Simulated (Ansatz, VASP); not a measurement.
# Two plane-wave programs on Ge

File INCAR:

```
SYSTEM = Ge
  PREC = Accurate
  ENCUT = 520
  EDIFF = 1E-7
  ISMEAR = 0
  SIGMA = 0.1
  LREAL = .FALSE.
  LASPH = .TRUE.
  NELM = 60
  ALGO = Normal
  ISIF = 2
  LWAVE = .FALSE.
  LCHARG = .TRUE.
  LDIPOL = .TRUE.
  IDIPOL = 3
  DIPOL = 0.5 0.5 0.368
  GGA = PE
  IVDW = 12
  LELF = .TRUE.
  LVHAR = .TRUE.
  LVACPOTAV = .TRUE.
  NBANDS = 36
```

Contents of KPOINTS:

```
regular mesh
0
G
  9 9 1
  0 0 0
```

The input POSCAR:

```
Ge
1.0
    4.0226895311      0.0000000000      0.0000000000
   -2.0113447656      3.4837513255      0.0000000000
    0.0000000000      0.0000000000     18.8685220517
Ge
4
Direct
    0.3333333333      0.6666666667      0.2747571332
    0.6666666667      0.3333333333      0.2384924472
    1.1111111111     -0.1111111111      0.4965159447
    0.7777777778      0.2222222222      0.4602512588
```

Input for Ansatz:

```yaml
crystal:
  lattice:
    - [4.0226895311, 0.0, 0.0]
    - [-2.0113447656, 3.4837513255, 0.0]
    - [0.0, 0.0, 18.8685220517]
  atoms:
    - { symbol: Ge, position: [0.3333333333, 0.6666666667, 0.2747571332] }
    - { symbol: Ge, position: [0.6666666667, 0.3333333333, 0.2384924472] }
    - { symbol: Ge, position: [1.1111111111, -0.1111111111, 0.4965159447] }
    - { symbol: Ge, position: [0.7777777778, 0.2222222222, 0.4602512588] }
basis:
  ecutwfc: 420
kpoints:
  mp_grid: { grid: [9, 9, 1] }
hamiltonian:
  xc: pbe
  pseudopotentials: { kind: paw, azcp: { folder: soft_1 } }
  dispersion: d3bj
scf:
  occupations: { method: gaussian, width: 0.1 }
output:
  forces: true
  eigenvalues: true
efield:
  axis: 3
  dipole_correction: true
  ramp_width: 0.04
```

Alike in both runs: task single point; functional PBE; dispersion D3(BJ); k mesh 9 × 9 × 1; occupations gaussian, width 0.1 eV; no spin polarisation.

|  | VASP | Ansatz |
| --- | --- | --- |
| version | VASP 6.6.1 | Ansatz 0.2.0 |
| potentials or method | VASP PAW PBE potentials, release 64 (Ge_d), cutoff 520 eV | scalar-relativistic, plane waves, PAW |
| valence electrons in the cell | 56 | 56 |

|  | VASP | Ansatz | Ansatz less VASP |
| --- | --- | --- | --- |
| gap on the k mesh at the Fermi level (eV) | 0.33 | 0.33 | 0.000 |
| least direct gap on the mesh (eV) | 0.33 | 0.33 | 0.000 |
| rms of the force components (eV/Å) | 0.096 | 0.096 | -0.0001 |

Atom by atom the forces differ by 0.001 eV/Å (rms over components).
